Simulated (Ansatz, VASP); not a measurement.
**SiC in VASP and in Ansatz**

```
Si C
1.0
     3.07600    0.00000    0.00000
    -1.53800    2.66389    0.00000
     0.00000    0.00000    5.04800
Si C
2 2
Cartesian
  0.0000 1.7759 0.0000
  1.5380 0.8880 2.5240
  0.0000 1.7759 1.9435
  1.5380 0.8880 4.4675
```

Alike in both runs: task single point; functional PBE; k mesh 15 × 15 × 8; occupations gaussian, width 0.02 eV; no spin polarisation.

```csv
,VASP,Ansatz
version,VASP 6.6.1,Ansatz 0.2.0
potentials or method,"VASP PAW PBE potentials, release 64 (Si, C), cutoff 600 eV","scalar-relativistic, plane waves, PAW"
valence electrons in the cell,16,16
```

|  | VASP | Ansatz | Ansatz less VASP |
| --- | --- | --- | --- |
| gap on the k mesh at the Fermi level (eV) | 2.32 | 2.33 | +0.002 |
| least direct gap on the mesh (eV) | 4.09 | 4.09 | +0.004 |
| pressure (GPa) | 3.5 | 3.7 | +0.19 |
| traceless stress, the component that is largest in VASP (GPa) | -3.22 | -3.24 | -0.021 |
| rms of the force components (eV/Å) | 0.435 | 0.435 | 0.0000 |

Atom by atom the forces differ by 0.000 eV/Å (rms over components). With one functional, cell and mesh, what is left measures potentials, basis and numerics.
